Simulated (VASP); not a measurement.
Here is a VASP 6.6.1 calculation.

POSCAR

```
GaAs
1.0
    0.0000000000      2.6646693017      2.6646693017
    2.6646693017      0.0000000000      2.6646693017
    2.6646693017      2.6646693017      0.0000000000
Ga As
1 1
Direct
    0.0000000000      0.0000000000      0.0000000000
    0.5000000000      0.5000000000      0.5000000000
```

File INCAR.step1:

```
ALGO = Normal
EDIFF = 1E-4
ENCUT = 520
GGA = PE
ISMEAR = 0
LASPH = True
LCHARG = False
LREAL = False
LWAVE = True
NBANDS = 16
NELM = 100
PREC = Accurate
SIGMA = 0.1
```

INCAR.step2

```
ALGO = Normal
EDIFF = 1E-6
ENCUT = 520
ISIF = 2
ISMEAR = 0
ISTART = 1
LASPH = True
LCHARG = False
LMIXTAU = True
LREAL = False
LWAVE = False
METAGGA = R2SCAN
NBANDS = 16
NELM = 100
PREC = Accurate
SIGMA = 0.1
```

KPOINTS

```
k-points
0
Gamma
  18 18 18
```

Potentials or basis: VASP PAW PBE potentials, release 64 (Ga_d, As).

The run is started by

```sh
$ cat potpaw_PBE.64/Ga_d/POTCAR potpaw_PBE.64/As/POTCAR > POTCAR
$ cp INCAR.step1 INCAR
$ mpirun -np 1 vasp_std > vasp.out
$ cp INCAR.step2 INCAR
$ mpirun -np 1 vasp_std > vasp.out
```

Question: Estimate the band gap on the k mesh.

Answer: Zero (bands 9 and 10 overlap by 3.40 eV).

Question: What does it give for the pressure?

Answer: 0.0 GPa.

Caveat: the PAW data sets were made with another functional, which shifts forces and pressure a little.
